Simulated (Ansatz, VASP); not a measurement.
# Au in VASP and in Ansatz

File INCAR:

```
  PREC = Accurate
  ENCUT = 500
  EDIFF = 1E-6
  ISMEAR = 0
  SIGMA = 0.1
  LREAL = False
  LASPH = True
  NELM = 120
  ALGO = Normal
  ISIF = 2
  LWAVE = False
  LCHARG = False
  GGA = PE
  NBANDS = 12
  GGA_COMPAT = False
```

The input KPOINTS:

```
Automatic mesh
0
Gamma
  8 8 8
```

The input POSCAR:

```
Au
1.0
    0.0000000000      2.0309028931      2.0309028931
    2.0309028931      0.0000000000      2.0309028931
    2.0309028931      2.0309028931      0.0000000000
Au
1
Direct
    0.0000000000      0.0000000000      0.0000000000
```

Input for Ansatz:

```yaml
crystal:
  lattice:
    - [0.0, 2.0309028931, 2.0309028931]
    - [2.0309028931, 0.0, 2.0309028931]
    - [2.0309028931, 2.0309028931, 0.0]
  atoms:
    - { symbol: Au, position: [0.0, 0.0, 0.0] }
basis:
  ecutwfc: 420
kpoints:
  mp_grid: { grid: [8, 8, 8] }
hamiltonian:
  xc: pbe
scf:
  occupations: { method: gaussian, width: 0.1 }
output:
  forces: true
  stress: true
  eigenvalues: true
```

Alike in both runs: task single point; functional PBE; k mesh 8 × 8 × 8; occupations gaussian, width 0.1 eV; no spin polarisation.

|  | VASP | Ansatz |
| --- | --- | --- |
| version | VASP 6.6.1 | Ansatz 0.2.0 |
| potentials or method | VASP PAW PBE potentials, release 64 (Au), cutoff 500 eV | scalar-relativistic, plane waves, PAW |
| valence electrons in the cell | 11 | 19 |

```csv
,VASP,Ansatz,Ansatz less VASP
gap on the k mesh at the Fermi level (eV),none,none,-
pressure (GPa),12.8,13.1,+0.32
```

A gap of «none» marks a metal or a gap that the smearing closes. VASP's potentials hold 11 valence electrons a cell and Ansatz's 19, so a difference there can come from the potentials and not from the codes.

Neither program's run includes spin-orbit coupling.
